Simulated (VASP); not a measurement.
A run of VASP 6.6.1:

File INCAR:

```
SYSTEM = SiO2
  ALGO = Normal
  EDIFF = 1E-5
  ENCUT = 520
  GGA = PE
  IBRION = 0
  ISIF = 2
  ISMEAR = -1
  ISYM = 0
  LANGEVIN_GAMMA = 5 5
  LASPH = .True.
  LCHARG = .False.
  LREAL = Auto
  LWAVE = .False.
  MDALGO = 3
  NELM = 80
  NELMIN = 4
  NSW = 40
  POTIM = 2.0
  PREC = Accurate
  RANDOM_SEED = 1381 0 0
  SIGMA = 0.3102
  TEBEG = 3600.0
  TEEND = 3600.0
```

The input KPOINTS:

```
k-points
0
Gamma
  1 1 1
  0 0 0
```

File POSCAR:

```
SiO2
1.0
    6.6801160000      0.0097880000     -0.1947280000
    0.0097880000      6.8389880000     -0.1197180000
   -0.1947280000     -0.1197180000      6.8867160000
Si O
7 14
Direct
    0.7773416348      0.6354619813      0.7197223407
    0.1865394920      0.8614706212      0.8645083882
    0.8769744956      0.3284136961      0.5331714793
    0.9517079514      0.0547272755      0.1206904297
    0.2251194826      0.4412210097      0.4849337125
    0.8270821668      0.9288779584      0.5563805217
    0.4120026990      0.9955352786      0.4126113660
    0.9833519356      0.3253603290      0.1724347067
    0.2221412615      0.0672413103      0.9193125850
    0.3005567052      0.9653623360      0.6041384539
    0.2373497293      0.4537289638      0.2435208844
    0.6438246551      0.6242742813      0.0825901180
    0.9753180519      0.7146053554      0.9172440143
    0.5614397260      0.1242553959      0.2758022533
    0.1302712743      0.9311695897      0.2204212895
    0.2948081787      0.1898352389      0.4585839049
    0.6962790364      0.5067219566      0.8782224573
    0.8307338688      0.0151597129      0.3039477621
    0.1757568850      0.5910825308      0.7151848729
    0.6713439763      0.4892594198      0.5260568404
    0.7767195828      0.1340132843      0.6699842592
```

Potentials or basis: VASP PAW PBE potentials, release 64 (Si, O).

Run with:

```bash
$ cat potpaw_PBE.64/Si/POTCAR potpaw_PBE.64/O/POTCAR > POTCAR
$ mpirun -np 1 vasp_gam > vasp.out
```

Hardware: 1 thread of Intel(R) Xeon(R) Platinum 8259CL CPU @ 2.50GHz (Skylake/Cascade Lake), with other jobs on the host.

Problem. How long does it take, and how much memory?

Solution. Run time: 22 min on 1 thread of Intel(R) Xeon(R) Platinum 8259CL CPU @ 2.50GHz (Skylake/Cascade Lake), with other jobs on the host, peak memory 0.4 GiB. Counts: scf iterations 416, k points 1, ion steps 40.
